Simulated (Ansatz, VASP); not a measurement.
Two plane-wave programs on BN

POSCAR

```
BN
1.0
   -2.5439665234      0.0000000000      0.0000000000
   -1.2719832617     -2.2031396357      0.0000000000
    0.0000000000      0.0000000000     12.8732348039
B N
6 6
Direct
    0.6666666667      0.6666666667      0.2246670556
    0.6666666667      0.6666666667      0.5515270095
    0.6666666667      0.6666666667      0.8783869634
    0.3333333333      0.3333333333      0.0612370786
    0.3333333333      0.3333333333      0.3880970326
    0.3333333333      0.3333333333      0.7149569865
    0.6666666667      0.6666666667      0.1022255843
    0.6666666667      0.6666666667      0.4290855382
    0.6666666667      0.6666666667      0.7559454921
    0.3333333333      0.3333333333      0.9193754691
    0.3333333333      0.3333333333      0.2656555613
    0.3333333333      0.3333333333      0.5925155152
```

Contents of INCAR.step1:

```
PREC = Accurate ; ENCUT = 520
ISMEAR = 0 ; SIGMA = 0.05
LREAL = False ; LASPH = True
NELM = 100 ; NBANDS = 36
GGA = PE ; ALGO = Normal
EDIFF = 1E-4 ; LWAVE = True
LCHARG = False
```

The input INCAR.step2:

```
PREC = Accurate ; ENCUT = 520
EDIFF = 1E-6 ; ISMEAR = 0
SIGMA = 0.05 ; LREAL = False
LASPH = True ; NELM = 100
ALGO = Normal ; ISIF = 2
LWAVE = False ; LCHARG = True
METAGGA = R2SCAN ; LMIXTAU = True
LELF = True ; LVHAR = True
NBANDS = 36 ; ISTART = 1
```

KPOINTS

```
Automatic mesh
0
Gamma
  10 10 2
```

Input for Ansatz:

```yaml
crystal:
  lattice:
    - [-2.5439665234, 0.0, 0.0]
    - [-1.2719832617, -2.2031396357, 0.0]
    - [0.0, 0.0, 12.8732348039]
  atoms:
    - { symbol: B, position: [0.6666666667, 0.6666666667, 0.2246670556] }
    - { symbol: B, position: [0.6666666667, 0.6666666667, 0.5515270095] }
    - { symbol: B, position: [0.6666666667, 0.6666666667, 0.8783869634] }
    - { symbol: B, position: [0.3333333333, 0.3333333333, 0.0612370786] }
    - { symbol: B, position: [0.3333333333, 0.3333333333, 0.3880970326] }
    - { symbol: B, position: [0.3333333333, 0.3333333333, 0.7149569865] }
    - { symbol: "N", position: [0.6666666667, 0.6666666667, 0.1022255843] }
    - { symbol: "N", position: [0.6666666667, 0.6666666667, 0.4290855382] }
    - { symbol: "N", position: [0.6666666667, 0.6666666667, 0.7559454921] }
    - { symbol: "N", position: [0.3333333333, 0.3333333333, 0.9193754691] }
    - { symbol: "N", position: [0.3333333333, 0.3333333333, 0.2656555613] }
    - { symbol: "N", position: [0.3333333333, 0.3333333333, 0.5925155152] }
basis:
  ecutwfc: 500
kpoints:
  mp_grid: { grid: [10, 10, 2] }
hamiltonian:
  xc: r2scan
scf:
  occupations: { method: gaussian, width: 0.05 }
output:
  forces: true
  stress: true
  eigenvalues: true
```

Alike in both runs: task single point; functional r2SCAN; k mesh 10 × 10 × 2; occupations gaussian, width 0.05 eV; no spin polarisation.

|  | VASP | Ansatz |
| --- | --- | --- |
| version | VASP 6.6.1 | Ansatz 0.2.0 |
| potentials or method | VASP PAW PBE potentials, release 64 (B, N), cutoff 520 eV | scalar-relativistic, plane waves, PAW |
| valence electrons in the cell | 48 | 48 |

```tsv
	VASP	Ansatz	Ansatz less VASP
gap on the k mesh at the Fermi level (eV)	5.67	5.70	+0.029
least direct gap on the mesh (eV)	7.42	7.43	+0.006
pressure (GPa)	-3.9	-4.9	-1.05
traceless stress, the component that is largest in VASP (GPa)	-8.33	-8.25	+0.078
rms of the force components (eV/Å)	0.544	0.538	-0.0061
```

VASP's potentials were made for PBE, not for r2SCAN. Atom by atom the forces differ by 0.008 eV/Å (rms over components).
